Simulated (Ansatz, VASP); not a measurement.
One calculation of ZrN, two programs

```
CELL_PARAMETERS angstrom
0.00000 2.28423 2.28423
2.28423 0.00000 2.28423
2.28423 2.28423 0.00000
ATOMIC_POSITIONS crystal
Zr 0.00000 0.00000 0.00000
N 0.50000 0.50000 0.50000
```

Alike in both runs: task relaxation of cell and atoms; functional PBEsol; k mesh 16 × 16 × 16; occupations gaussian, width 0.1 eV; no spin polarisation.

```csv
,VASP,Ansatz
version,VASP 6.6.1,Ansatz 0.2.0
potentials or method,"VASP PAW PBE potentials, release 64 (Zr_sv, N), cutoff 600 eV","scalar-relativistic, plane waves, PAW"
valence electrons in the cell,17,17
```

```tsv
	VASP	Ansatz	Ansatz less VASP
gap on the k mesh at the Fermi level, each at its own relaxed structure (eV)	none	none	-
relaxed volume (Å³/atom)	11.80	11.79	-0.013
relaxed cell length with the largest relative difference (Å)	3.220	3.219	-0.0011
```

VASP's potentials were made for PBE, not for PBEsol. A gap of «none» marks a metal or a gap that the smearing closes.
